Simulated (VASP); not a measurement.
Wanted: the native input for a VASP 6.6.1 run.

```
Task                   : single point
Functional             : PBEsol
Potentials or basis    : VASP PAW PBE potentials, release 64 (Sn_d, Se)
Cutoff                 : 520 eV
k mesh                 : 8 × 8 × 8
Occupations            : gaussian, width 0.01 eV
Spin                   : no spin polarisation
Dipole correction      : no
Further INCAR settings : ALGO = Normal; EDIFF = 1e-07; NBANDS = 17
```

The structure of SnSe lies in POSCAR:

```
SnSe
1.0
    0.0000000000      2.9727546667      2.9727546667
    2.9727546667      0.0000000000      2.9727546667
    2.9727546667      2.9727546667      0.0000000000
Sn Se
1 1
Direct
    0.0000000000      0.0000000000      0.0000000000
    0.5000000000      0.5000000000      0.5000000000
```

These files were run (other wordings do the same):

INCAR

```
PREC = Accurate
ENCUT = 520
EDIFF = 1E-7
ISMEAR = 0
SIGMA = 0.01
LREAL = F
LASPH = T
NELM = 60
ALGO = Normal
ISIF = 2
LWAVE = F
LCHARG = T
GGA = PS
LELF = T
LVHAR = T
NBANDS = 17
```

KPOINTS

```
regular mesh
0
Gamma
  8 8 8
```

Potentials or basis: VASP PAW PBE potentials, release 64 (Sn_d, Se).

Run with:

```bash
$ cat potpaw_PBE.64/Sn_d/POTCAR potpaw_PBE.64/Se/POTCAR > POTCAR
$ mpirun -np 1 vasp_std > vasp.out
```

Results of the run:

The pressure is 0.0 GPa. The band gap on the k mesh is 0.75 eV, indirect (least direct gap 0.82 eV).

Caveat: the PAW data sets were made with another functional, which shifts forces and pressure a little; spin-orbit coupling is left out, which moves the levels of the heavy elements.

It took 19 s on 1 thread of Intel(R) Xeon(R) Platinum 8488C (Sapphire Rapids) (shared host), peak memory 0.18 GiB.
